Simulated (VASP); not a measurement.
# Ag (Fm-3m) in VASP: further runs, part 2 of 2

VASP 6.6.1. The steps go on from the part before.

## 3. Single point, PBE

Contents of INCAR:

```
ALGO = Normal
EDIFF = 1E-6
ENCUT = 520
GGA = PE
ISIF = 2
ISMEAR = 0
LASPH = T
LCHARG = F
LREAL = F
LWAVE = F
NBANDS = 12
NELM = 100
PREC = Accurate
SIGMA = 0.15
```

Contents of KPOINTS:

```
k-points
0
Gamma
  14 14 14
```

Contents of POSCAR:

```
Ag
1.0
    0.0000000000      2.0735956988      2.0735956988
    2.0735956988      0.0000000000      2.0735956988
    2.0735956988      2.0735956988      0.0000000000
Ag
1
Direct
    0.0000000000      0.0000000000      0.0000000000
```

Potentials or basis: VASP PAW PBE potentials, release 64 (Ag).

On the command line:

```sh
$ cat potpaw_PBE.64/Ag/POTCAR > POTCAR
$ mpirun -np 1 vasp_std > vasp.out
```

OUTCAR:

```text
EDIFF = 1E-6
   ENCUT = 520
   GGA = PE
   ISIF = 2
   ISMEAR = 0
   LASPH = T
   LREAL = F
   NELM = 100
   PREC = Accurate

 ion  position               nearest neighbor table
   1  0.000  0.000  0.000-

  LATTYP: Found a face centered cubic cell.
 ALAT       =     4.1471913976

  Lattice vectors:

 A1 = (   0.0000000000,   2.0735956988,   2.0735956988)
 A2 = (   2.0735956988,   0.0000000000,   2.0735956988)
 A3 = (   2.0735956988,   2.0735956988,   0.0000000000)

Analysis of symmetry for initial positions (statically):
=====================================================================
 Subroutine PRICEL returns:
 Original cell was already a primitive cell.

 Routine SETGRP: Setting up the symmetry group for a
 face centered cubic supercell.

 Subroutine GETGRP returns: Found 48 space group operations
 (whereof 48 operations were pure point group operations)
 out of a pool of 48 trial point group operations.

The static configuration has the point symmetry O_h .

Analysis of symmetry for dynamics (positions and initial velocities):
=====================================================================
 Subroutine PRICEL returns:
 Original cell was already a primitive cell.

 Routine SETGRP: Setting up the symmetry group for a
 face centered cubic supercell.

 Subroutine GETGRP returns: Found 48 space group operations
 (whereof 48 operations were pure point group operations)
 out of a pool of 48 trial point group operations.

The dynamic configuration has the point symmetry O_h .

 Subroutine INISYM returns: Found 48 space group operations
 (whereof 48 operations are pure point group operations),
 and found     1 'primitive' translations

----------------------------------------------------------------------------------------

                                     Primitive cell

  volume of cell :      17.8321

  direct lattice vectors                    reciprocal lattice vectors
     0.000000000  2.073595699  2.073595699    -0.241127043  0.241127043  0.241127043
     2.073595699  0.000000000  2.073595699     0.241127043 -0.241127043  0.241127043
     2.073595699  2.073595699  0.000000000     0.241127043  0.241127043 -0.241127043

  length of vectors
     2.932507160  2.932507160  2.932507160     0.417644290  0.417644290  0.417644290

  position of ions in fractional coordinates (direct lattice)
     0.000000000  0.000000000  0.000000000

  ion indices of the primitive-cell ions
   primitive index   ion index
                 1           1

----------------------------------------------------------------------------------------

 KPOINTS: k-points

Automatic generation of k-mesh.
 Grid dimensions read from file:
 generate k-points for:   14   14   14

 Generating k-lattice:

  Cartesian coordinates                     Fractional coordinates (reciprocal lattice)
    -0.017223360  0.017223360  0.017223360     0.071428571  0.000000000  0.000000000
     0.017223360 -0.017223360  0.017223360     0.000000000  0.071428571  0.000000000
     0.017223360  0.017223360 -0.017223360     0.000000000  0.000000000  0.071428571

  Length of vectors
     0.029831735  0.029831735  0.029831735

  Shift w.r.t. Gamma in fractional coordinates (k-lattice)
     0.000000000  0.000000000  0.000000000

 Subroutine IBZKPT returns following result:
 ===========================================

 Found    104 irreducible k-points:

 Following reciprocal coordinates:
            Coordinates               Weight
  0.000000  0.000000  0.000000      1.000000
  0.071429  0.000000  0.000000      8.000000
  0.142857  0.000000  0.000000      8.000000
  0.214286  0.000000  0.000000      8.000000
  0.285714  0.000000  0.000000      8.000000
  0.357143  0.000000  0.000000      8.000000
[... 16 lines left out ...]
  0.214286  0.142857  0.000000     24.000000
  0.285714  0.142857  0.000000     24.000000
 [... further k-points ...]
   k-points           NKPTS =    104   k-points in BZ     NKDIM =    104   number of bands    NBANDS=     12
   number of dos      NEDOS =    301   number of ions     NIONS =      1
   total plane-waves  NPLWV =  13824
   dimension x,y,z NGX =    24 NGY =   24 NGZ =   24
   dimension x,y,z NGXF=    48 NGYF=   48 NGZF=   48
   ions per type =               1
   NGX,Y,Z   is equivalent  to a cutoff of  13.61, 13.61, 13.61 a.u.
   NGXF,Y,Z  is equivalent  to a cutoff of  27.21, 27.21, 27.21 a.u.
 SYSTEM =  unknown system
   PREC   = accura    normal or accurate (medium, high low for compatibility)
   ISTART =      0    job   : 0-new  1-cont  2-samecut
   ICHARG =      2    charge: 1-file 2-atom 10-const
   ISPIN  =      1    spin polarized calculation?
   LNONCOLLINEAR =      F non collinear calculations
   LSORBIT =      F    spin-orbit coupling
   LASPH  =      T    aspherical Exc in radial PAW
   ENCUT  =  520.0 eV  38.22 Ry    6.18 a.u.   5.45  5.45  5.45*2*pi/ulx,y,z
   NELM   =    100;   NELMIN=  2; NELMDL= -5     # of ELM steps
   EDIFF  = 0.1E-05   stopping-criterion for ELM
   LREAL  =      F    real-space projection
   EDIFFG = 0.1E-04   stopping-criterion for IOM
   NSW    =      0    number of steps for IOM
   IBRION =     -1    ionic relax: 0-MD 1-quasi-New 2-CG
   NFREE  =      0    steps in history (QN), initial steepest desc. (CG)
   ISIF   =      2    stress and relaxation
   ISYM   =      2    0-nonsym 1-usesym 2-fastsym
   POTIM  = 0.5000    time-step for ionic-motion
   TEBEG  =    0.0;   TEEND  =   0.0 temperature during run
   PSTRESS=    0.0 pullay stress
   NELECT =      11.0000    total number of electrons
   NUPDOWN=      -1.0000    fix difference up-down
   EMIN   =  10.00;   EMAX   =-10.00  energy-range for DOS
   EFERMI =   0.00;   METHOD = LEGACY
   ISMEAR =     0;   SIGMA  =   0.15  broadening in eV -4-tet -1-fermi 0-gaus
   EFERMI_NEDOS =   21; number of points for ismear=-14 and -15
   IALGO  =     38    algorithm
   IMIX   =      4    mixing-type and parameters
     AMIX     =   0.40;   BMIX     =  1.00
     AMIX_MAG =   1.60;   BMIX_MAG =  1.00
  volume/ion in A,a.u.               =      17.83       120.34
  Fermi-wavevector in a.u.,A,eV,Ry     =   1.393601  2.633523 26.424181  1.942123
  Thomas-Fermi vector in A             =   2.517231
   LORBIT       =      0    0 simple, 1 ext, 2 COOP (PROOUT), +10 PAW based schemes
   GGA     = PE    functional components
   LHFCALC =     F    Hartree Fock is set to
   AEXX    =    0.0000 exact exchange contribution
   IVDW    =     0    specifies the selected vdW correction
   LEPSILON=     F    determine dielectric tensor
   LRPA    =     F    only Hartree local field effects (RPA)
 non-spin polarized calculation
 Gauss-broadening in eV      SIGMA  =   0.15
  energy-cutoff  :      520.00
  volume of cell :       17.83
 maximum number of plane-waves:       531
 NGX is ok and might be reduce to    24
   NGX = 11   NGY = 11   NGZ = 11

 number of electron      11.0000000 magnetization

 Free energy of the ion-electron system (eV)
  ---------------------------------------------------
  ext. energy  EPLUGINS =         0.00000000
  ---------------------------------------------------
  free energy    TOTEN  =        -2.71887322 eV

  energy without entropy =       -2.71558369  energy(sigma->0) =       -2.71722846

 E-fermi :   7.7573     XC(G=0): -11.9440

 val. band max:        7.5580182764   @ k =   0.4286   0.3571   0.0000
 cond. band min:       7.7957529479   @ k =   0.5000   0.2143   0.0714
 fundamental gap:      0.2377346715
 Fermi energy:         7.7572934836

 k-point     1 :       0.0000    0.0000    0.0000
  band No.  band energies     occupation
      1       0.3784      2.00000
      2       3.1739      2.00000
      3       3.1739      2.00000
      4       3.1739      2.00000
      5       4.1284      2.00000
      6       4.1284      2.00000
      7      23.7430      0.00000
      8      27.0560      0.00000
      9      27.0560      0.00000
     10      27.0560      0.00000
     11      31.7565      0.00000
     12      32.6194      0.00000
[... 331 lines left out ...]
 k-point    24 :       0.2857    0.1429    0.0000
  band No.  band energies     occupation
      1       2.0372      2.00000
      2       2.8006      2.00000
      3       3.3926      2.00000
      4       3.6322      2.00000
      5       4.4514      2.00000
      6       4.4854      2.00000
      7      19.4649      0.00000
      8      23.5040      0.00000
      9      23.8895      0.00000
     10      25.7954      0.00000
     11      28.9186      0.00000
     12      32.4305      0.00000

 [... further k-points ...]

------------------------ aborting loop because EDIFF is reached ----------------------------------------

  FORCE on cell =-STRESS in cart. coord.  units (eV):
  Direction    XX          YY          ZZ          XY          YZ          ZX
  --------------------------------------------------------------------------------------
  -------------------------------------------------------------------------------------
  Total       -0.0057931     -0.0057931     -0.0057931     -0.0000000     -0.0000000     -0.0000000
  in kB       -0.5205004     -0.5205004     -0.5205004     -0.0000000     -0.0000000     -0.0000000
  external PRESSURE =      -0.5205004 kB  Pullay stress =       0.0000000 kB

 VOLUME and BASIS-vectors are now :
 -----------------------------------------------------------------------------
  energy-cutoff  :      520.00
  volume of cell :       17.83
      direct lattice vectors                 reciprocal lattice vectors
     0.000000000  2.073595699  2.073595699    -0.241127043  0.241127043  0.241127043
     2.073595699  0.000000000  2.073595699     0.241127043 -0.241127043  0.241127043
     2.073595699  2.073595699  0.000000000     0.241127043  0.241127043 -0.241127043

 POSITION                                       TOTAL-FORCE (eV/Angst)
 -----------------------------------------------------------------------------------
      0.00000      0.00000      0.00000         0.000000      0.000000      0.000000
 -----------------------------------------------------------------------------------
    total drift:                                0.000000      0.000000     -0.000000

  FREE ENERGIE OF THE ION-ELECTRON SYSTEM (eV)
  ---------------------------------------------------
  free  energy   TOTEN  =        -2.7188732212 eV

  energy  without entropy=       -2.7155836942  energy(sigma->0) =       -2.71722846
```

OSZICAR:

```text
N       E                     dE             d eps       ncg     rms          rms(c)
DAV:   1     0.523952817408E+02    0.52395E+02   -0.54145E+03  2520   0.821E+02
DAV:   2    -0.214808992562E+01   -0.54543E+02   -0.51525E+02  2884   0.194E+02
DAV:   3    -0.295827043140E+01   -0.81018E+00   -0.80976E+00  2960   0.250E+01
DAV:   4    -0.296070067039E+01   -0.24302E-02   -0.24301E-02  2884   0.144E+00
DAV:   5    -0.296072074141E+01   -0.20071E-04   -0.20071E-04  2968   0.118E-01    0.465E+00
DAV:   6    -0.272782738522E+01    0.23289E+00   -0.94558E-01  2732   0.864E+00    0.308E+00
DAV:   7    -0.272136681279E+01    0.64606E-02   -0.75041E-03  2848   0.832E-01    0.177E+00
DAV:   8    -0.271886014532E+01    0.25067E-02   -0.70134E-04  2816   0.205E-01    0.793E-02
DAV:   9    -0.271886809364E+01   -0.79483E-05   -0.85732E-06  2948   0.214E-02    0.253E-02
DAV:  10    -0.271887359054E+01   -0.54969E-05   -0.41232E-06  2860   0.193E-02    0.470E-03
DAV:  11    -0.271887322123E+01    0.36931E-06   -0.79120E-08  1572   0.236E-03
   1 F= -.27188732E+01 E0= -.27172285E+01  d E =-.328953E-02
```

Run time: 7.5 s. Hardware: 1 thread of Intel Xeon 6975P-C (Granite Rapids), shared host; peak memory 0.15 GiB.

What came out:

* Free energy: -2.7189 eV
* Pressure: -0.1 GPa
